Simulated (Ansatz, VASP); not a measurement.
# One calculation of HfC, two programs

```
Hf C
1.0
     0.00000    2.34825    2.32500
     2.34825    0.00000    2.32500
     2.34825    2.34825    0.00000
Hf C
1 1
Direct
  0.50000 0.50000 0.50000
  0.00000 0.00000 0.00000
```

Change from the starting cell: equal xx and yy strain of +1 %.

Alike in both runs: task single point; functional PBE; k mesh 15 × 15 × 15; occupations fermi-dirac, width 0.05 eV; no spin polarisation.

```csv
,VASP,Ansatz
version,VASP 6.6.1,Ansatz 0.2.0
potentials or method,"VASP PAW PBE potentials, release 64 (Hf_pv, C), cutoff 520 eV","all-electron LAPW, scalar-relativistic"
```

|  | VASP | Ansatz | Ansatz less VASP |
| --- | --- | --- | --- |
| pressure (GPa) | -4.9 | -4.2 | +0.75 |
| traceless stress, the component that is largest in VASP (GPa) | 2.41 | 2.38 | -0.033 |

Ansatz ran all-electron here, and VASP with PAW potentials.

Spin-orbit coupling is off throughout.
